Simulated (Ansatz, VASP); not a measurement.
**P: VASP beside Ansatz**

```
P
1.0
     2.44313    0.00000    0.00000
     0.00000    2.44313    0.00000
     0.00000    0.00000    2.44313
P
1
Direct
  0.50000 0.50000 0.50000
```

Change from the starting cell: the structure that the rattled cell fell into.

Alike in both runs: task single point; functional PBE; k mesh 8 × 8 × 8; occupations gaussian, width 0.1 eV; no spin polarisation.

```csv
,VASP,Ansatz
version,VASP 6.6.1,Ansatz 0.2.0
potentials or method,"VASP PAW PBE potentials, release 64 (P), cutoff 520 eV","scalar-relativistic, plane waves, PAW"
valence electrons in the cell,5,5
```

Ansatz gave:

```
gap on the k mesh at the Fermi level (eV) : none
pressure (GPa)                            : 0.1
```

**Question.** What did VASP give for the same quantities?

**Answer.** gap on the k mesh at the Fermi level (eV): none; pressure (GPa): -0.1.

A gap of «none» marks a metal or a gap that the smearing closes.
